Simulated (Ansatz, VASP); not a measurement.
# Pt: VASP beside Ansatz

File INCAR:

```
SYSTEM = Pt
  PREC = Accurate
  ENCUT = 520
  EDIFF = 1E-6
  ISMEAR = -1
  SIGMA = 0.1
  LREAL = .False.
  LASPH = .True.
  NELM = 100
  ALGO = Normal
  ISIF = 2
  LWAVE = .False.
  LCHARG = .True.
  GGA = RE
  LELF = .True.
  LVHAR = .True.
  NBANDS = 11
```

Contents of KPOINTS:

```
Automatic mesh
0
Gamma
  16 16 16
  0 0 0
```

Contents of POSCAR:

```
Pt
1.0
   -1.5676044979      1.5676044979      1.5676044979
    1.5676044979     -1.5676044979      1.5676044979
    1.5676044979      1.5676044979     -1.5676044979
Pt
1
Direct
    0.0000000000      0.0000000000      0.0000000000
```

Input for Ansatz:

```yaml
crystal:
  lattice:
    - [-1.5676044979, 1.5676044979, 1.5676044979]
    - [1.5676044979, -1.5676044979, 1.5676044979]
    - [1.5676044979, 1.5676044979, -1.5676044979]
  atoms:
    - { symbol: Pt, position: [0.0, 0.0, 0.0] }
hamiltonian:
  xc: revpbe
  pseudopotentials:
    kind: paw
    azcp:
      Pt: "pseudopotentials/Pt.paw.azcp"
basis:
  ecutwfc: 420
  fft_grid_basis: typed
kpoints:
  mp_grid: { grid: [16, 16, 16], shift: [0, 0, 0] }
magnetization:
  spin_polarized: false
scf:
  occupations: { method: fermi_dirac, width: 0.1 }
  lower_state_search: "off"
output:
  stress: true
  write_density: true
  write_potential: true
  elf: true
  volumetric_format: npy
```

Alike in both runs: task single point; functional revPBE; k mesh 16 × 16 × 16; occupations fermi-dirac, width 0.1 eV; no spin polarisation.

```csv
,VASP,Ansatz
version,VASP 6.6.1,Ansatz 0.2.0
potentials or method,"VASP PAW PBE potentials, release 64 (Pt), cutoff 520 eV","plane waves (420 eV) with PAW, scalar-relativistic"
valence electrons in the cell,10,18
```

```tsv
	VASP	Ansatz	Ansatz less VASP
pressure (GPa)	9.7	10.3	+0.53
```

VASP's potentials were made for PBE, not for revPBE. VASP's potentials hold 10 valence electrons a cell and Ansatz's 18, so a difference there can come from the potentials and not from the codes.

Spin-orbit coupling is off throughout.
